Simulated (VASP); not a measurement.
# Nb: single point with PBE

Nb:

```
Nb
1.0
    -1.66395    1.66395    1.66395
     1.66395   -1.66395    1.66395
     1.66395    1.66395   -1.66395
Nb
1
Direct
  0.00000 0.00000 0.00000
```

```
Program             : VASP 6.6.1
Task                : single point
Functional          : PBE
Potentials or basis : VASP PAW PBE potentials, release 64 (Nb_sv)
Cutoff              : 500 eV
k mesh              : 4 × 4 × 4
Occupations         : fermi-dirac, width 0.02 eV
Spin                : no spin polarisation
```

| Quantity | Value |
| --- | --- |
| Pressure | 0.3 GPa |
| Band gap on the k mesh | zero (an odd number of electrons rules out a gap without spin polarisation) |

Levels at points of the mesh, in eV from the Fermi level:
```tsv
k point	band 4	band 5	band 6	band 7	band 8	band 9
(0.00, 0.00, 0.00)	-29.72	-5.77	0.44	0.44	0.44	3.28
(0.50, 0.00, 0.00)	-29.73	-3.52	-1.51	2.30	3.29	3.95
(0.50, 0.50, 0.50)	-30.58	-3.48	-3.48	5.50	5.50	5.50
```

Wall time 4 s on 1 thread of Intel(R) Xeon(R) Platinum 8488C (Sapphire Rapids) (shared host), peak memory 0.13 GiB.

Caveat: the k points lie up to 0.67 Å⁻¹ apart, too coarse for converged energies and pressures of a metal.
